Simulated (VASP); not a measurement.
# SnSe (I4/mmm) in VASP: further runs

Runs on SnSe. Level: r2SCAN. Tasks: single point.

All numbers are computed with VASP 6.6.1; they aren't measurements. Logs are shortened: lines on timing, memory, paths and dates and some standing lists are left out, and cuts for length are marked.

## (1) The cell of the first run

The structure is tetragonal, space group I4/mmm (No. 139). Conventional cell: a = 4.257 Å, b = 4.257 Å, c = 6.140 Å, α = 90.00°, β = 90.00°, γ = 90.00°. Sn (site symmetry 4/mmm) has 6 Se at 3.01 to 3.07 Å within 4.0 Å. Within 4.0 Å of Se (site symmetry 4/mmm) lie 6 Sn at 3.01 to 3.07 Å.

## (2) Single point, r2SCAN (strain +0.0200 x Voigt [0, 1, 0, 0, 0, 0])

POSCAR

```
SnSe
1.0
    0.0000000000      3.0702000000      3.0100000000
    3.0100000000      0.0000000000      3.0100000000
    3.0100000000      3.0702000000      0.0000000000
Sn Se
1 1
Direct
    0.0000000000      0.0000000000      0.0000000000
    0.5000000000      0.5000000000      0.5000000000
```

INCAR.step1

```
SYSTEM = SnSe
  PREC = Accurate
  ENCUT = 520
  ISMEAR = 0
  SIGMA = 0.05
  LREAL = .False.
  LASPH = .True.
  NELM = 80
  NBANDS = 17
  GGA = PE
  ALGO = Normal
  EDIFF = 1E-4
  LWAVE = .True.
  LCHARG = .False.
```

INCAR.step2

```
SYSTEM = SnSe
  PREC = Accurate
  ENCUT = 520
  EDIFF = 1E-7
  ISMEAR = 0
  SIGMA = 0.05
  LREAL = .False.
  LASPH = .True.
  NELM = 80
  ALGO = Normal
  ISIF = 2
  LWAVE = .False.
  LCHARG = .False.
  METAGGA = R2SCAN
  LMIXTAU = .True.
  NBANDS = 17
  ISTART = 1
```

KPOINTS

```
regular mesh
0
Gamma
  10 10 10
  0 0 0
```

Potentials or basis: VASP PAW PBE potentials, release 64 (Sn_d, Se).

Started as:

```bash
$ cat potpaw_PBE.64/Sn_d/POTCAR potpaw_PBE.64/Se/POTCAR > POTCAR
$ cp INCAR.step1 INCAR
$ mpirun -np 1 vasp_std > vasp.out
$ cp INCAR.step2 INCAR
$ mpirun -np 1 vasp_std > vasp.out
```

OUTCAR:

```text
SYSTEM = SnSe
   PREC = Accurate
   ENCUT = 520
   EDIFF = 1E-7
   ISMEAR = 0
   LREAL = .False.
   LASPH = .True.
   NELM = 80
   ISIF = 2
   METAGGA = R2SCAN
   ISTART = 1

 ion  position               nearest neighbor table
   1  0.000  0.000  0.000-   2 3.01   2 3.01   2 3.01   2 3.01   2 3.07   2 3.07
   2  0.500  0.500  0.500-   1 3.01   1 3.01   1 3.01   1 3.01   1 3.07   1 3.07

  LATTYP: Found a body centered tetragonal cell.
 ALAT       =     4.2567828227
 C/A-ratio  =     1.4424978336

  Lattice vectors:

 A1 = (   0.0000000000,  -3.0702000000,   3.0100000000)
 A2 = (   0.0000000000,  -3.0702000000,  -3.0100000000)
 A3 = (   3.0100000000,   3.0702000000,   0.0000000000)

Analysis of symmetry for initial positions (statically):
=====================================================================
 Subroutine PRICEL returns:
 Original cell was already a primitive cell.

 Routine SETGRP: Setting up the symmetry group for a
 body centered tetragonal supercell.

 Subroutine GETGRP returns: Found 16 space group operations
 (whereof 16 operations were pure point group operations)
 out of a pool of 16 trial point group operations.

The static configuration has the point symmetry D_4h.

Analysis of symmetry for dynamics (positions and initial velocities):
=====================================================================
 Subroutine PRICEL returns:
 Original cell was already a primitive cell.

 Routine SETGRP: Setting up the symmetry group for a
 body centered tetragonal supercell.

 Subroutine GETGRP returns: Found 16 space group operations
 (whereof 16 operations were pure point group operations)
 out of a pool of 16 trial point group operations.

The dynamic configuration has the point symmetry D_4h.

 Subroutine INISYM returns: Found 16 space group operations
 (whereof 16 operations are pure point group operations),
 and found     1 'primitive' translations

----------------------------------------------------------------------------------------

                                     Primitive cell

  volume of cell :      55.6326

  direct lattice vectors                    reciprocal lattice vectors
     0.000000000  3.070200000  3.010000000    -0.166112957  0.162855840  0.166112957
     3.010000000  0.000000000  3.010000000     0.166112957 -0.162855840  0.166112957
     3.010000000  3.070200000  0.000000000     0.166112957  0.162855840 -0.166112957

  length of vectors
     4.299561378  4.256782823  4.299561378     0.285847955  0.285847955  0.285847955

  position of ions in fractional coordinates (direct lattice)
     0.000000000  0.000000000  0.000000000
     0.500000000  0.500000000  0.500000000

  ion indices of the primitive-cell ions
   primitive index   ion index
                 1           1
                 2           2

----------------------------------------------------------------------------------------

 KPOINTS: regular mesh

Automatic generation of k-mesh.
 Grid dimensions read from file:
 generate k-points for:   10   10   10

 Generating k-lattice:

  Cartesian coordinates                     Fractional coordinates (reciprocal lattice)
    -0.016611296  0.016285584  0.016611296     0.100000000  0.000000000  0.000000000
     0.016611296 -0.016285584  0.016611296     0.000000000  0.100000000  0.000000000
     0.016611296  0.016285584 -0.016611296     0.000000000  0.000000000  0.100000000

  Length of vectors
     0.028584796  0.028584796  0.028584796

  Shift w.r.t. Gamma in fractional coordinates (k-lattice)
     0.000000000  0.000000000  0.000000000

 Subroutine IBZKPT returns following result:
 ===========================================

 Found    102 irreducible k-points:

 Following reciprocal coordinates:
            Coordinates               Weight
  0.000000  0.000000  0.000000      1.000000
  0.100000  0.000000  0.000000      8.000000
  0.200000  0.000000  0.000000      8.000000
  0.300000  0.000000  0.000000      8.000000
  0.400000  0.000000 -0.000000      8.000000
  0.500000  0.000000  0.000000      4.000000
[... 16 lines left out ...]
  0.300000  0.300000  0.000000      4.000000
  0.400000  0.300000 -0.000000     16.000000
 [... further k-points ...]
   k-points           NKPTS =    102   k-points in BZ     NKDIM =    102   number of bands    NBANDS=     17
   number of dos      NEDOS =    301   number of ions     NIONS =      2
   total plane-waves  NPLWV =  32768
   dimension x,y,z NGX =    32 NGY =   32 NGZ =   32
   dimension x,y,z NGXF=    64 NGYF=   64 NGZF=   64
   ions per type =               1   1
   NGX,Y,Z   is equivalent  to a cutoff of  12.37, 12.50, 12.37 a.u.
   NGXF,Y,Z  is equivalent  to a cutoff of  24.75, 24.99, 24.75 a.u.
 SYSTEM =  SnSe
   PREC   = accura    normal or accurate (medium, high low for compatibility)
   ISTART =      1    job   : 0-new  1-cont  2-samecut
   ICHARG =      0    charge: 1-file 2-atom 10-const
   ISPIN  =      1    spin polarized calculation?
   LNONCOLLINEAR =      F non collinear calculations
   LSORBIT =      F    spin-orbit coupling
   LASPH  =      T    aspherical Exc in radial PAW
   ENCUT  =  520.0 eV  38.22 Ry    6.18 a.u.   7.99  7.91  7.99*2*pi/ulx,y,z
   NELM   =     80;   NELMIN=  2; NELMDL=  0     # of ELM steps
   EDIFF  = 0.1E-06   stopping-criterion for ELM
   LREAL  =      F    real-space projection
   EDIFFG = 0.1E-05   stopping-criterion for IOM
   NSW    =      0    number of steps for IOM
   IBRION =     -1    ionic relax: 0-MD 1-quasi-New 2-CG
   NFREE  =      0    steps in history (QN), initial steepest desc. (CG)
   ISIF   =      2    stress and relaxation
   ISYM   =      2    0-nonsym 1-usesym 2-fastsym
   POTIM  = 0.5000    time-step for ionic-motion
   TEBEG  =    0.0;   TEEND  =   0.0 temperature during run
   PSTRESS=    0.0 pullay stress
   NELECT =      20.0000    total number of electrons
   NUPDOWN=      -1.0000    fix difference up-down
   EMIN   =  10.00;   EMAX   =-10.00  energy-range for DOS
   EFERMI =   0.00;   METHOD = LEGACY
   ISMEAR =     0;   SIGMA  =   0.05  broadening in eV -4-tet -1-fermi 0-gaus
   EFERMI_NEDOS =   21; number of points for ismear=-14 and -15
   IALGO  =     38    algorithm
   IMIX   =      4    mixing-type and parameters
     AMIX     =   0.40;   BMIX     =  1.00
     AMIX_MAG =   1.60;   BMIX_MAG =  1.00
  volume/ion in A,a.u.               =      27.82       187.71
  Fermi-wavevector in a.u.,A,eV,Ry     =   1.164059  2.199752 18.436344  1.355033
  Thomas-Fermi vector in A             =   2.300601
   LORBIT       =      0    0 simple, 1 ext, 2 COOP (PROOUT), +10 PAW based schemes
   METAGGA = R2SCAN    functional components
   LHFCALC =     F    Hartree Fock is set to
   AEXX    =    0.0000 exact exchange contribution
   IVDW    =     0    specifies the selected vdW correction
   LEPSILON=     F    determine dielectric tensor
   LRPA    =     F    only Hartree local field effects (RPA)
 non-spin polarized calculation
 Gauss-broadening in eV      SIGMA  =   0.05
  energy-cutoff  :      520.00
  volume of cell :       55.63
 maximum number of plane-waves:      1520
   NGX = 15   NGY = 15   NGZ = 15

 number of electron      19.9999999 magnetization

 Free energy of the ion-electron system (eV)
  ---------------------------------------------------
  ext. energy  EPLUGINS =         0.00000000
  ---------------------------------------------------
  free energy    TOTEN  =       -39.86631877 eV

  energy without entropy =      -39.86631877  energy(sigma->0) =      -39.86631877

 E-fermi :   5.6864     XC(G=0): -10.0902

 val. band max:        5.4973664376   @ k =   0.5000   0.0000   0.0000
 cond. band min:       5.8741690322   @ k =   0.5000   0.0000   0.0000
 fundamental gap:      0.3768025946
 Fermi energy:         5.6863694330

 k-point     1 :       0.0000    0.0000    0.0000
  band No.  band energies     occupation
      1     -17.0694      2.00000
      2     -17.0654      2.00000
      3     -17.0654      2.00000
      4     -17.0596      2.00000
      5     -17.0588      2.00000
      6      -9.0942      2.00000
[... 9 lines left out ...]
     16      11.6072      0.00000
     17      13.5883      0.00000

 k-point     2 :       0.1000    0.0000    0.0000
  band No.  band energies     occupation
      1     -17.0698      2.00000
      2     -17.0650      2.00000
      3     -17.0648      2.00000
      4     -17.0600      2.00000
      5     -17.0580      2.00000
      6      -9.0233      2.00000
[... 9 lines left out ...]
     16      11.8445      0.00000
     17      14.2698      0.00000

 k-point     3 :       0.2000    0.0000    0.0000
  band No.  band energies     occupation
      1     -17.0712      2.00000
      2     -17.0647      2.00000
      3     -17.0640      2.00000
      4     -17.0595      2.00000
      5     -17.0557      2.00000
      6      -8.8242      2.00000
[... 9 lines left out ...]
     16      12.4717      0.00000
     17      15.8154      0.00000

 k-point     4 :       0.3000    0.0000    0.0000
  band No.  band energies     occupation
      1     -17.0733      2.00000
      2     -17.0667      2.00000
      3     -17.0629      2.00000
      4     -17.0567      2.00000
      5     -17.0523      2.00000
      6      -8.5438      2.00000
[... 9 lines left out ...]
     16      13.4539      0.00000
     17      17.5058      0.00000

 k-point     5 :       0.4000    0.0000   -0.0000
  band No.  band energies     occupation
      1     -17.0751      2.00000
      2     -17.0687      2.00000
      3     -17.0621      2.00000
      4     -17.0540      2.00000
      5     -17.0493      2.00000
      6      -8.2779      2.00000
[... 9 lines left out ...]
     16      14.7979      0.00000
     17      16.8149      0.00000

 k-point     6 :       0.5000    0.0000    0.0000
  band No.  band energies     occupation
      1     -17.0758      2.00000
      2     -17.0695      2.00000
      3     -17.0619      2.00000
      4     -17.0529      2.00000
      5     -17.0481      2.00000
      6      -8.1635      2.00000
[... 9 lines left out ...]
     16      15.8969      0.00000
     17      16.0509      0.00000

 k-point     7 :       0.1000    0.1000    0.0000
  band No.  band energies     occupation
      1     -17.0693      2.00000
      2     -17.0660      2.00000
      3     -17.0640      2.00000
      4     -17.0609      2.00000
      5     -17.0571      2.00000
      6      -8.9978      2.00000
[... 9 lines left out ...]
     16      12.3013      0.00000
     17      13.7614      0.00000

 k-point     8 :       0.2000    0.1000    0.0000
  band No.  band energies     occupation
      1     -17.0701      2.00000
      2     -17.0660      2.00000
      3     -17.0638      2.00000
      4     -17.0608      2.00000
      5     -17.0547      2.00000
      6      -8.8395      2.00000
[... 9 lines left out ...]
     16      12.9688      0.00000
     17      14.6091      0.00000
[... 203 lines left out ...]
      1     -17.0780      2.00000
      2     -17.0679      2.00000
      3     -17.0633      2.00000
      4     -17.0548      2.00000
      5     -17.0463      2.00000
      6      -8.0677      2.00000
[... 9 lines left out ...]
     16      16.2869      0.00000
     17      16.8404      0.00000

 k-point    20 :      -0.4000    0.2000   -0.0000
  band No.  band energies     occupation
      1     -17.0769      2.00000
      2     -17.0692      2.00000
      3     -17.0605      2.00000
      4     -17.0557      2.00000
      5     -17.0476      2.00000
      6      -8.0445      2.00000
[... 9 lines left out ...]
     16      14.7924      0.00000
     17      17.7102      0.00000

 k-point    21 :      -0.3000    0.2000   -0.0000
  band No.  band energies     occupation
      1     -17.0750      2.00000
      2     -17.0689      2.00000
      3     -17.0601      2.00000
      4     -17.0562      2.00000
      5     -17.0505      2.00000
      6      -8.2039      2.00000
[... 9 lines left out ...]
     16      14.9841      0.00000
     17      16.7002      0.00000

 k-point    22 :      -0.2000    0.2000    0.0000
  band No.  band energies     occupation
      1     -17.0737      2.00000
      2     -17.0668      2.00000
      3     -17.0619      2.00000
      4     -17.0561      2.00000
      5     -17.0535      2.00000
      6      -8.4537      2.00000
[... 9 lines left out ...]
     16      15.2844      0.00000
     17      15.5678      0.00000

 k-point    23 :       0.3000    0.3000    0.0000
  band No.  band energies     occupation
      1     -17.0798      2.00000
      2     -17.0694      2.00000
      3     -17.0617      2.00000
      4     -17.0555      2.00000
      5     -17.0469      2.00000
      6      -8.3495      2.00000
[... 9 lines left out ...]
     16      15.9463      0.00000
     17      16.0057      0.00000

 k-point    24 :       0.4000    0.3000   -0.0000
  band No.  band energies     occupation
      1     -17.0836      2.00000
      2     -17.0694      2.00000
      3     -17.0620      2.00000
      4     -17.0534      2.00000
      5     -17.0446      2.00000
      6      -8.1437      2.00000
[... 9 lines left out ...]
     16      16.4901      0.00000
     17      17.1758      0.00000

 [... further k-points ...]

------------------------ aborting loop because EDIFF is reached ----------------------------------------

  FORCE on cell =-STRESS in cart. coord.  units (eV):
  Direction    XX          YY          ZZ          XY          YZ          ZX
  --------------------------------------------------------------------------------------
  -------------------------------------------------------------------------------------
  Total       -0.0957008     -0.8385723     -0.0957008      0.0000000      0.0000000      0.0000000
  in kB       -2.7561103    -24.1502405     -2.7561103      0.0000000      0.0000000      0.0000000
  external PRESSURE =      -9.8874870 kB  Pullay stress =       0.0000000 kB

 VOLUME and BASIS-vectors are now :
 -----------------------------------------------------------------------------
  energy-cutoff  :      520.00
  volume of cell :       55.63
      direct lattice vectors                 reciprocal lattice vectors
     0.000000000  3.070200000  3.010000000    -0.166112957  0.162855840  0.166112957
     3.010000000  0.000000000  3.010000000     0.166112957 -0.162855840  0.166112957
     3.010000000  3.070200000  0.000000000     0.166112957  0.162855840 -0.166112957

 POSITION                                       TOTAL-FORCE (eV/Angst)
 -----------------------------------------------------------------------------------
      0.00000      0.00000      0.00000         0.000000      0.000000      0.000000
      3.01000      3.07020      3.01000        -0.000000     -0.000000     -0.000000
 -----------------------------------------------------------------------------------
    total drift:                                0.000000     -0.000000     -0.000000

  FREE ENERGIE OF THE ION-ELECTRON SYSTEM (eV)
  ---------------------------------------------------
  free  energy   TOTEN  =       -39.8663187724 eV

  energy  without entropy=      -39.8663187723  energy(sigma->0) =      -39.86631877
```

Run time: 2.3 min. Hardware: 1 thread of Intel Xeon Platinum 8488C (Sapphire Rapids), shared host; peak memory 0.26 GiB.

Results:

* Free energy: -39.8663 eV
* Pressure: -1.0 GPa
* Band gap on the k mesh: 0.38 eV, direct

Levels at points of the mesh, in eV from the valence-band top:
| k point | band 7 | band 8 | band 9 | band 10 | band 11 | band 12 | band 13 | band 14 |
| --- | --- | --- | --- | --- | --- | --- | --- | --- |
| (0.00, 0.00, 0.00) | -5.33 | -2.65 | -2.65 | -2.46 | 3.96 | 4.43 | 4.43 | 5.96 |
| (0.50, 0.00, 0.00) | -8.48 | -2.34 | -2.30 | 0.00 | 0.38 | 1.10 | 1.19 | 8.50 |
| (0.50, 0.50, 0.00) | -6.39 | -5.83 | -4.14 | -3.91 | 3.15 | 5.06 | 5.55 | 6.11 |
| (0.50, 0.00, 0.50) | -6.30 | -5.78 | -3.98 | -3.98 | 3.22 | 5.41 | 5.41 | 5.82 |

Caveat: the cell differs from its parent crystal (strain +0.0200 x Voigt [0, 1, 0, 0, 0, 0]); the PAW data sets were made with another functional, which shifts forces and pressure a little; spin-orbit coupling is left out, which moves the levels of the heavy elements. A k mesh can miss the band edges.

## (3) Single point, r2SCAN (strain -0.0200 x Voigt [0, 1, 0, 0, 0, 0])

POSCAR

```
SnSe
1.0
    0.0000000000      2.9498000000      3.0100000000
    3.0100000000      0.0000000000      3.0100000000
    3.0100000000      2.9498000000      0.0000000000
Sn Se
1 1
Direct
    0.0000000000      0.0000000000      0.0000000000
    0.5000000000      0.5000000000      0.5000000000
```

INCAR.step1

```
ALGO = Normal ; EDIFF = 1E-4
ENCUT = 520 ; GGA = PE
ISMEAR = 0 ; LASPH = T
LCHARG = F ; LREAL = F
LWAVE = T ; NBANDS = 17
NELM = 80 ; PREC = Accurate
SIGMA = 0.05
```

INCAR.step2

```
ALGO = Normal ; EDIFF = 1E-7
ENCUT = 520 ; ISIF = 2
ISMEAR = 0 ; ISTART = 1
LASPH = T ; LCHARG = F
LMIXTAU = T ; LREAL = F
LWAVE = F ; METAGGA = R2SCAN
NBANDS = 17 ; NELM = 80
PREC = Accurate ; SIGMA = 0.05
```

KPOINTS

```
k-points
0
Gamma
  10 10 10
```

Potentials or basis: VASP PAW PBE potentials, release 64 (Sn_d, Se).

Started as:

```bash
$ cat potpaw_PBE.64/Sn_d/POTCAR potpaw_PBE.64/Se/POTCAR > POTCAR
$ cp INCAR.step1 INCAR
$ mpirun -np 1 vasp_std > vasp.out
$ cp INCAR.step2 INCAR
$ mpirun -np 1 vasp_std > vasp.out
```

Wall time 1.9 min (1 thread of Intel Xeon 6975P-C (Granite Rapids), shared host); peak memory 0.25 GiB.

It converged, with:

| Property | Result |
| --- | --- |
| Free energy | -39.8646 eV |
| Pressure | 1.2 GPa |
| Band gap on the k mesh | 0.48 eV, indirect (least direct gap 0.56 eV) |

Stress tensor (GPa, compression positive):
```
0.21 0.00 0.00
0.00 3.03 0.00
0.00 0.00 0.21
```

Levels at points of the mesh, in eV from the valence-band top:
```tsv
k point	band 8	band 9	band 10	band 11	band 12	band 13
(0.00, 0.00, 0.00)	-2.83	-2.62	-2.62	4.28	4.28	4.81
(0.50, 0.00, 0.00)	-2.43	-2.39	0.00	0.56	1.08	1.20
(0.50, 0.50, 0.00)	-6.06	-4.29	-4.05	3.08	5.37	5.91
(0.50, 0.00, 0.50)	-6.11	-4.22	-4.22	3.01	5.52	5.52
```

Caveat: the cell differs from its parent crystal (strain -0.0200 x Voigt [0, 1, 0, 0, 0, 0]); the PAW data sets were made with another functional, which shifts forces and pressure a little; spin-orbit coupling is left out, which moves the levels of the heavy elements.

## (4) Single point, r2SCAN (strain -0.0150 x Voigt [0, 1, 0, 0, 0, 0])

POSCAR

```
SnSe
1.0
    0.0000000000      2.9648500000      3.0100000000
    3.0100000000      0.0000000000      3.0100000000
    3.0100000000      2.9648500000      0.0000000000
Sn Se
1 1
Direct
    0.0000000000      0.0000000000      0.0000000000
    0.5000000000      0.5000000000      0.5000000000
```

INCAR.step1

```
PREC = Accurate ; ENCUT = 520
ISMEAR = 0 ; SIGMA = 0.05
LREAL = False ; LASPH = True
NELM = 80 ; NBANDS = 17
GGA = PE ; ALGO = Normal
EDIFF = 1E-4 ; LWAVE = True
LCHARG = False
```

INCAR.step2

```
PREC = Accurate ; ENCUT = 520
EDIFF = 1E-6 ; ISMEAR = 0
SIGMA = 0.05 ; LREAL = False
LASPH = True ; NELM = 80
ALGO = Normal ; ISIF = 2
LWAVE = False ; LCHARG = True
METAGGA = R2SCAN ; LMIXTAU = True
LELF = True ; LVHAR = True
NBANDS = 17 ; ISTART = 1
```

KPOINTS

```
Automatic mesh
0
Gamma
  10 10 10
```

Started as:

```bash
$ cat potpaw_PBE.64/Sn_d/POTCAR potpaw_PBE.64/Se/POTCAR > POTCAR
$ cp INCAR.step1 INCAR
$ mpirun -np 1 vasp_std > vasp.out
$ cp INCAR.step2 INCAR
$ mpirun -np 1 vasp_std > vasp.out
```

It took 2 min on 1 thread of Intel Xeon 6975P-C (Granite Rapids), shared host; peak memory 0.25 GiB.

The run converged. Its results:

```
Free energy            : -39.8691 eV
Pressure               : 0.8 GPa
Band gap on the k mesh : 0.48 eV, indirect (least direct gap 0.53 eV)
```

Stress tensor (GPa, compression positive):
```
0.15 0.00 0.00
0.00 2.20 0.00
0.00 0.00 0.15
```

Levels at points of the mesh, in eV from the valence-band top:
```
           k point  band 8  band 9  band 10  band 11  band 12  band 13
(0.00, 0.00, 0.00)   -2.78   -2.62    -2.62     4.30     4.30     4.69
(0.50, 0.00, 0.00)   -2.42   -2.39     0.00     0.53     1.09     1.18
(0.50, 0.50, 0.00)   -6.04   -4.25    -4.07     3.09     5.39     5.79
(0.50, 0.00, 0.50)   -6.07   -4.19    -4.19     3.03     5.51     5.51
```

Caveat: the cell differs from its parent crystal (strain -0.0150 x Voigt [0, 1, 0, 0, 0, 0]); the PAW data sets were made with another functional, which shifts forces and pressure a little; spin-orbit coupling is left out, which moves the levels of the heavy elements.

[end of part 1 of 2]
